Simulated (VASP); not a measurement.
BiB:

```xyz
2
Lattice="0.0000 2.7449 2.7449 2.7449 0.0000 2.7449 2.7449 2.7449 0.0000" Properties=species:S:1:pos:R:3 pbc="T T T"
B     0.0000    0.0000    0.0000
Bi    1.3724    1.3724    1.3724
```

Base run:

| Item | Value |
| --- | --- |
| Program | VASP 6.6.1 |
| Functional | r2SCAN |
| Potentials or basis | VASP PAW PBE potentials, release 64 (B, Bi_d) |
| Cutoff | 520 eV |
| k mesh | 6 × 6 × 6 |
| Occupations | gaussian, width 0.01 eV |
| Spin | no spin polarisation |

Its results: band gap on the k mesh 0.40 eV; pressure -0.2 GPa.

Problem. The run is repeated on the same cell with these changes: functional from r2SCAN to HSE06; k mesh from 6 × 6 × 6 to 4 × 4 × 4. What comes out?

Solution. Band gap on the k mesh 0.99 eV; pressure -1.9 GPa.

Several settings changed at once.

Caveats: some runs use coarse meshes; the structure was generated, so it needn't be the stable form of BiB; the PAW data sets were made with another functional, which shifts forces and pressure a little; spin-orbit coupling is left out, which moves the levels of the heavy elements.

A k mesh can miss the band edges.
